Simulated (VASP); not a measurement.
Write the native input for VASP 6.6.1 that does the following.

```yaml
Task: single point
Functional: LDA
Potentials_or_basis: VASP PAW LDA potentials, release 64 (Ca_sv, Se)
Cutoff: 520 eV
k_mesh: 6 × 6 × 6
Occupations: gaussian, width 0.05 eV
Spin: no spin polarisation
Dipole_correction: no
Further_INCAR_settings: ALGO = Normal; EDIFF = 1e-07; NBANDS = 15
```

The structure of CaSe lies in POSCAR:

```
CaSe
1.0
    0.0000000000      3.2505000000      3.3990000000
    3.2505000000      0.0000000000      3.3990000000
    3.2505000000      3.2505000000      0.0000000000
Ca Se
1 1
Direct
    0.0000000000      0.0000000000      0.0000000000
    0.7500000000      0.7500000000      0.7500000000
```

This cell differs from its parent crystal: strain -0.015 along x and y, +0.030 along z.

One way to write it, as run:

INCAR

```
  PREC = Accurate
  ENCUT = 520
  EDIFF = 1E-7
  ISMEAR = 0
  SIGMA = 0.05
  LREAL = F
  LASPH = T
  NELM = 100
  ALGO = Normal
  ISIF = 2
  LWAVE = F
  LCHARG = F
  GGA = CA
  NBANDS = 15
```

KPOINTS

```
regular mesh
0
Gamma
  6 6 6
```

Potentials or basis: VASP PAW LDA potentials, release 64 (Ca_sv, Se).

Run with:

```sh
$ cat potpaw_LDA.64/Ca_sv/POTCAR potpaw_LDA.64/Se/POTCAR > POTCAR
$ mpirun -np 1 vasp_std > vasp.out
```

Results of the run:

```
Pressure               : -2.6 GPa
Band gap on the k mesh : 2.82 eV, indirect (least direct gap 2.96 eV)
```

Caveat: the cell differs from its parent crystal (strain -0.015 along x and y, +0.030 along z).

Run time: 24 s on 1 thread of Intel(R) Xeon(R) Platinum 8259CL CPU @ 2.50GHz (Skylake/Cascade Lake) (shared host), peak memory 0.19 GiB.
